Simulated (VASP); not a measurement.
# SnSe4 (P6/mmm) in VASP: a series of runs

SnSe4 is run at these levels: PBE; tasks: relaxation of cell and atoms, single point.

All numbers are computed with VASP 6.6.1; they aren't measurements. Logs are shortened: lines on timing, memory, paths and dates and some standing lists are left out, and cuts for length are marked.

### 1 The cell of the first run

It takes space group P6/mmm (No. 191, hexagonal). Conventional cell: a = 4.528 Å, b = 4.528 Å, c = 11.248 Å, α = 90.00°, β = 90.00°, γ = 120.00°. Sn (site symmetry 6/mmm) has 2 Se at 2.33 Å within 3.1 Å. Se (site symmetry -6m2) has 3 Se at 2.61 Å within 3.4 Å. Within 3.1 Å of Se (site symmetry 6mm) lie 1 Sn at 2.33 Å.

### 2 Relaxation of cell and atoms, PBE

INCAR reads:

```
SYSTEM = SnSe4
PREC     = Accurate       ! precision mode
ENCUT    = 600            ! plane-wave cutoff, eV
EDIFF    = 1E-7           ! SCF threshold, eV
ISMEAR   = 0              ! smearing method
SIGMA    = 0.1            ! smearing width, eV
LREAL    = .FALSE.        ! projectors in reciprocal space
LASPH    = .TRUE.         ! aspherical terms in the spheres
NELM     = 100            ! most SCF steps
ALGO     = Normal         ! electronic algorithm
ISIF     = 3              ! what is computed and relaxed
LWAVE    = .FALSE.        ! write WAVECAR
LCHARG   = .FALSE.        ! write CHGCAR
GGA      = PE             ! functional
IBRION   = 2              ! ionic algorithm
NSW      = 100            ! ionic steps
EDIFFG   = -0.01          ! ionic threshold
```

KPOINTS reads:

```
regular mesh
0
G
  12 12 4
  0 0 0
```

POSCAR reads:

```
SnSe4
1.0
    4.5284565784      0.0000000000      0.0000000000
   -2.2642282892      3.9217584368      0.0000000000
    0.0000000000      0.0000000000     11.2475703647
Sn Se
1 4
Direct
    0.0000000000      0.0000000000      0.5000000000
    0.3333333333      0.6666666667      0.0000000000
    0.6666666667      0.3333333333      0.0000000000
    0.0000000000      0.0000000000      0.7071662994
    0.0000000000      0.0000000000      0.2928337006
```

Potentials or basis: VASP PAW PBE potentials, release 64 (Sn_d, Se).

On the command line:

```console
> cat potpaw_PBE.64/Sn_d/POTCAR potpaw_PBE.64/Se/POTCAR > POTCAR
> mpirun -np 1 vasp_std > vasp.out
```

OUTCAR:

```text
SYSTEM = SnSe4
   PREC = Accurate
   ENCUT = 600
   EDIFF = 1E-7
   ISMEAR = 0
   LREAL = .FALSE.
   LASPH = .TRUE.
   NELM = 100
   ISIF = 3
   GGA = PE
   IBRION = 2
   NSW = 100
   EDIFFG = -0.01

 ion  position               nearest neighbor table
   1  0.000  0.000  0.500-   4 2.33   5 2.33
   2  0.333  0.667  0.000-   3 2.61   3 2.61   3 2.61
   3  0.667  0.333  0.000-   2 2.61   2 2.61   2 2.61
   4  0.000  0.000  0.707-   1 2.33
   5  0.000  0.000  0.293-   1 2.33

  LATTYP: Found a hexagonal cell.
 ALAT       =     4.5284565784
 C/A-ratio  =     2.4837536079

  Lattice vectors:

 A1 = (   4.5284565784,   0.0000000000,   0.0000000000)
 A2 = (  -2.2642282892,   3.9217584368,   0.0000000000)
 A3 = (   0.0000000000,   0.0000000000,  11.2475703647)

Analysis of symmetry for initial positions (statically):
=====================================================================
 Subroutine PRICEL returns:
 Original cell was already a primitive cell.

 Routine SETGRP: Setting up the symmetry group for a
 hexagonal supercell.

 Subroutine GETGRP returns: Found 24 space group operations
 (whereof 24 operations were pure point group operations)
 out of a pool of 24 trial point group operations.

The static configuration has the point symmetry D_6h.

Analysis of symmetry for dynamics (positions and initial velocities):
=====================================================================
 Subroutine PRICEL returns:
 Original cell was already a primitive cell.

 Routine SETGRP: Setting up the symmetry group for a
 hexagonal supercell.

 Subroutine GETGRP returns: Found 24 space group operations
 (whereof 24 operations were pure point group operations)
 out of a pool of 24 trial point group operations.

The dynamic configuration has the point symmetry D_6h.

 Subroutine INISYM returns: Found 24 space group operations
 (whereof 24 operations are pure point group operations),
 and found     1 'primitive' translations

----------------------------------------------------------------------------------------

                                     Primitive cell

  volume of cell :     199.7514

  direct lattice vectors                    reciprocal lattice vectors
     4.528456578  0.000000000  0.000000000     0.220825790  0.127493829  0.000000000
    -2.264228289  3.921758437  0.000000000     0.000000000  0.254987658  0.000000000
     0.000000000  0.000000000 11.247570365     0.000000000  0.000000000  0.088908090

  length of vectors
     4.528456578  4.528456578 11.247570365     0.254987658  0.254987658  0.088908090

  position of ions in fractional coordinates (direct lattice)
     0.000000000  0.000000000  0.500000000
     0.333333333  0.666666667  0.000000000
     0.666666667  0.333333333  0.000000000
     0.000000000  0.000000000  0.707166299
     0.000000000  0.000000000  0.292833701

  ion indices of the primitive-cell ions
   primitive index   ion index
                 1           1
                 2           2
                 3           3
                 4           4
                 5           5

----------------------------------------------------------------------------------------

 KPOINTS: regular mesh

Automatic generation of k-mesh.
 Grid dimensions read from file:
 generate k-points for:   12   12    4

 Generating k-lattice:

  Cartesian coordinates                     Fractional coordinates (reciprocal lattice)
     0.018402149  0.010624486  0.000000000     0.083333333  0.000000000  0.000000000
     0.000000000  0.021248972  0.000000000     0.000000000  0.083333333  0.000000000
     0.000000000  0.000000000  0.022227023     0.000000000  0.000000000  0.250000000

  Length of vectors
     0.021248972  0.021248972  0.022227023

  Shift w.r.t. Gamma in fractional coordinates (k-lattice)
     0.000000000  0.000000000  0.000000000

 Subroutine IBZKPT returns following result:
 ===========================================

 Found     57 irreducible k-points:

 Following reciprocal coordinates:
            Coordinates               Weight
  0.000000  0.000000  0.000000      1.000000
  0.083333 -0.000000  0.000000      6.000000
  0.166667 -0.000000  0.000000      6.000000
  0.250000  0.000000  0.000000      6.000000
  0.333333 -0.000000  0.000000      6.000000
  0.416667  0.000000  0.000000      6.000000
[... 16 lines left out ...]
  0.250000  0.000000  0.250000     12.000000
  0.333333 -0.000000  0.250000     12.000000
 [... further k-points ...]
   k-points           NKPTS =     57   k-points in BZ     NKDIM =     57   number of bands    NBANDS=     23
   number of dos      NEDOS =    301   number of ions     NIONS =      5
   total plane-waves  NPLWV = 116640
   dimension x,y,z NGX =    36 NGY =   36 NGZ =   90
   dimension x,y,z NGXF=    72 NGYF=   72 NGZF=  180
   ions per type =               1   4
   NGX,Y,Z   is equivalent  to a cutoff of  13.22, 13.22, 13.30 a.u.
   NGXF,Y,Z  is equivalent  to a cutoff of  26.43, 26.43, 26.61 a.u.
 SYSTEM =  SnSe4
   PREC   = accura    normal or accurate (medium, high low for compatibility)
   ISTART =      0    job   : 0-new  1-cont  2-samecut
   ICHARG =      2    charge: 1-file 2-atom 10-const
   ISPIN  =      1    spin polarized calculation?
   LNONCOLLINEAR =      F non collinear calculations
   LSORBIT =      F    spin-orbit coupling
   LASPH  =      T    aspherical Exc in radial PAW
   ENCUT  =  600.0 eV  44.10 Ry    6.64 a.u.   9.04  9.04 22.46*2*pi/ulx,y,z
   NELM   =    100;   NELMIN=  2; NELMDL= -5     # of ELM steps
   EDIFF  = 0.1E-06   stopping-criterion for ELM
   LREAL  =      F    real-space projection
   EDIFFG = -.1E-01   stopping-criterion for IOM
   NSW    =    100    number of steps for IOM
   IBRION =      2    ionic relax: 0-MD 1-quasi-New 2-CG
   NFREE  =      1    steps in history (QN), initial steepest desc. (CG)
   ISIF   =      3    stress and relaxation
   ISYM   =      2    0-nonsym 1-usesym 2-fastsym
   POTIM  = 0.5000    time-step for ionic-motion
   TEBEG  =    0.0;   TEEND  =   0.0 temperature during run
   PSTRESS=    0.0 pullay stress
   NELECT =      38.0000    total number of electrons
   NUPDOWN=      -1.0000    fix difference up-down
   EMIN   =  10.00;   EMAX   =-10.00  energy-range for DOS
   EFERMI =   0.00;   METHOD = LEGACY
   ISMEAR =     0;   SIGMA  =   0.10  broadening in eV -4-tet -1-fermi 0-gaus
   EFERMI_NEDOS =   21; number of points for ismear=-14 and -15
   IALGO  =     38    algorithm
   IMIX   =      4    mixing-type and parameters
     AMIX     =   0.40;   BMIX     =  1.00
     AMIX_MAG =   1.60;   BMIX_MAG =  1.00
  volume/ion in A,a.u.               =      39.95       269.60
  Fermi-wavevector in a.u.,A,eV,Ry     =   0.941541  1.779255 12.061569  0.886500
  Thomas-Fermi vector in A             =   2.069063
   LORBIT       =      0    0 simple, 1 ext, 2 COOP (PROOUT), +10 PAW based schemes
   GGA     = PE    functional components
   LHFCALC =     F    Hartree Fock is set to
   AEXX    =    0.0000 exact exchange contribution
   IVDW    =     0    specifies the selected vdW correction
   LEPSILON=     F    determine dielectric tensor
   LRPA    =     F    only Hartree local field effects (RPA)
 conjugate gradient relaxation of ions
 non-spin polarized calculation
 Gauss-broadening in eV      SIGMA  =   0.10
  energy-cutoff  :      600.00
  volume of cell :      199.75
 maximum number of plane-waves:      6704
   NGX = 19   NGY = 19   NGZ = 45

--------------------------------------- Ionic step        1  -------------------------------------------

 number of electron      38.0000002 magnetization

 Free energy of the ion-electron system (eV)
  ---------------------------------------------------
  ext. energy  EPLUGINS =         0.00000000
  ---------------------------------------------------
  free energy    TOTEN  =       -15.55658168 eV

  energy without entropy =      -15.53933160  energy(sigma->0) =      -15.54795664

------------------------ aborting loop because EDIFF is reached ----------------------------------------

  FORCE on cell =-STRESS in cart. coord.  units (eV):
  Direction    XX          YY          ZZ          XY          YZ          ZX
  --------------------------------------------------------------------------------------
  -------------------------------------------------------------------------------------
  Total        0.0063115      0.0063115     -0.0612132      0.0000000      0.0000000     -0.0000000
  in kB        0.0506235      0.0506235     -0.4909826      0.0000000      0.0000000     -0.0000000
  external PRESSURE =      -0.1299119 kB  Pullay stress =       0.0000000 kB
[... 63 lines left out ...]
  energy  without entropy=      -15.5393168724  energy(sigma->0) =      -15.54794288

--------------------------------------- Ionic step        3  -------------------------------------------

 number of electron      38.0000001 magnetization

 Free energy of the ion-electron system (eV)
  ---------------------------------------------------
  ext. energy  EPLUGINS =         0.00000000
  ---------------------------------------------------
  free energy    TOTEN  =       -15.55659432 eV

  energy without entropy =      -15.53934347  energy(sigma->0) =      -15.54796889

 E-fermi :   0.7184     XC(G=0):  -7.3793

 val. band max:        0.7057177249   @ k =   0.2500   0.2500   0.5000
 cond. band min:       0.7334163512   @ k =   0.1667   0.1667   0.2500
 fundamental gap:      0.0276986264
 Fermi energy:         0.7184455924

 k-point     1 :       0.0000    0.0000    0.0000
  band No.  band energies     occupation
      1     -21.3096      2.00000
      2     -21.1961      2.00000
      3     -21.1961      2.00000
      4     -21.0527      2.00000
      5     -21.0527      2.00000
      6     -14.3415      2.00000
[... 613 lines left out ...]
     22       2.5360      0.00000
     23       2.6654      0.00000

 [... further k-points ...]
[... 5 lines left out ...]
  --------------------------------------------------------------------------------------
  -------------------------------------------------------------------------------------
  Total        0.0044910      0.0044910      0.0104522      0.0000000     -0.0000000      0.0000000
  in kB        0.0360292      0.0360292      0.0838522      0.0000000     -0.0000000      0.0000000
  external PRESSURE =       0.0519702 kB  Pullay stress =       0.0000000 kB
[... 20 lines left out ...]
  FREE ENERGIE OF THE ION-ELECTRON SYSTEM (eV)
  ---------------------------------------------------
  free  energy   TOTEN  =       -15.5565943155 eV

  energy  without entropy=      -15.5393434678  energy(sigma->0) =      -15.54796889

 reached required accuracy - stopping structural energy minimisation
```

Run time: 5.8 min. Hardware: 1 thread of AMD EPYC 9R45 (Zen 5), shared host; peak memory 0.52 GiB.

Results:

```
Free energy                            : -15.5566 eV
Relaxed volume                         : 39.94 Å³/atom
Relaxed cell                           : a = 4.529 Å, b = 4.529 Å, c = 11.245 Å, α = 90.00°, β = 90.00°, γ = 120.00°
Space group after relaxing (to 0.05 Å) : P6/mmm (No. 191)
Energy gained by relaxing              : 0.0 meV/atom
Ionic steps                            : 3
Pressure after relaxing                : 0.0 GPa
Band gap on the k mesh                 : zero (band 19 reaches 0.89 eV, above the bottom of band 20 at -0.14 eV)
```

Final structure:
```
CELL_PARAMETERS angstrom
4.52857 0.00000 0.00000
-2.26429 3.92186 0.00000
0.00000 0.00000 11.24473
ATOMIC_POSITIONS crystal
Sn 0.00000 0.00000 0.50000
Se 0.33333 0.66667 0.00000
Se 0.66667 0.33333 0.00000
Se 0.00000 0.00000 0.70714
Se 0.00000 0.00000 0.29286
```

Levels at points of the mesh, in eV from the Fermi level:
```tsv
k point	band 17	band 18	band 19	band 20	band 21	band 22
(0.00, 0.00, 0.00)	-0.37	-0.37	0.10	0.10	0.71	0.81
(0.50, 0.00, 0.00)	-1.21	-1.05	-0.63	1.01	1.40	1.58
(0.00, 0.00, 0.50)	-0.46	-0.46	0.17	0.17	0.71	1.17
(0.50, 0.00, 0.50)	-1.42	-1.16	-0.61	1.18	1.39	1.57
```

Caveat: spin-orbit coupling is left out, which moves the levels of the heavy elements; this functional lacks dispersion, which binds the layers, so the pressure and a relaxed spacing across them are unreliable.

### 3 Single point, PBE

This run uses another cell than the first one, of 28.20 Å³/atom, 0.706 times its volume.

INCAR reads:

```
SYSTEM = SnSe4
ALGO     = Normal         ! electronic algorithm
EDIFF    = 1E-6           ! SCF threshold, eV
ENCUT    = 520            ! plane-wave cutoff, eV
GGA      = PE             ! functional
ISIF     = 2              ! what is computed and relaxed
ISMEAR   = 0              ! smearing method
LASPH    = .True.         ! aspherical terms in the spheres
LCHARG   = .False.        ! write CHGCAR
LREAL    = .False.        ! projectors in reciprocal space
LWAVE    = .False.        ! write WAVECAR
NBANDS   = 27             ! bands
NELM     = 60             ! most SCF steps
PREC     = Accurate       ! precision mode
SIGMA    = 0.1            ! smearing width, eV
```

KPOINTS reads:

```
k-points
0
Gamma
  6 6 2
  0 0 0
```

POSCAR reads:

```
SnSe4
1.0
    3.9704699500      0.0000000000      0.0000000000
   -1.9852349800      3.4385278500      0.0000000000
    0.0000000000      0.0000000000     10.3267245100
Sn Se
1 4
Direct
    0.0000000000      0.0000000000      0.5000000000
    0.3333333300      0.6666666700      0.0000000000
    0.6666666700      0.3333333300      0.0000000000
    0.0000000000      0.0000000000      0.7012339400
    0.0000000000      0.0000000000      0.2987660600
```

Potentials or basis: VASP PAW PBE potentials, release 64 (Sn_d, Se).

On the command line:

```console
> cat potpaw_PBE.64/Sn_d/POTCAR potpaw_PBE.64/Se/POTCAR > POTCAR
> mpirun -np 1 vasp_std > vasp.out
```

It took 26 s on 1 thread of Intel Xeon 6975P-C (Granite Rapids), shared host; peak memory 0.26 GiB.

Results (log left out):

| Item | Value |
| --- | --- |
| Free energy | -12.3956 eV |
| Pressure | 22.5 GPa |
| Largest force | 7.552 eV/Å |
| Band gap on the k mesh | zero (band 19 reaches 3.80 eV, above the bottom of band 20 at 3.45 eV) |

Forces in eV/Å, atoms in the order of the input:
```
Sn   0.000  0.000  0.000
Se   0.000  0.000  0.000
Se   0.000  0.000  0.000
Se   0.000  0.000  7.552
Se   0.000  0.000 -7.552
```

Stress tensor (GPa, compression positive):
```
15.21  0.00  0.00
 0.00 15.21  0.00
 0.00  0.00 37.01
```

Levels at points of the mesh, in eV from the Fermi level:
```
           k point  band 16  band 17  band 18  band 19  band 20  band 21  band 22  band 23
(0.00, 0.00, 0.00)    -1.62    -0.47    -0.47    -0.19    -0.19     1.05     1.61     4.55
(0.50, 0.00, 0.00)    -2.31    -2.24    -1.55    -1.02     0.34     2.61     3.37     3.81
(0.00, 0.00, 0.50)    -1.59    -0.66    -0.66     0.00     0.00     1.61     1.68     4.47
(0.50, 0.00, 0.50)    -2.85    -2.26    -1.82    -0.98     0.69     2.66     3.26     3.81
```

Caveat: spin-orbit coupling is left out, which moves the levels of the heavy elements; this functional lacks dispersion, which binds the layers, so the pressure and a relaxed spacing across them are unreliable; forces of over 1 eV/Å act on the atoms, so gaps and moduli don't describe the material at rest.
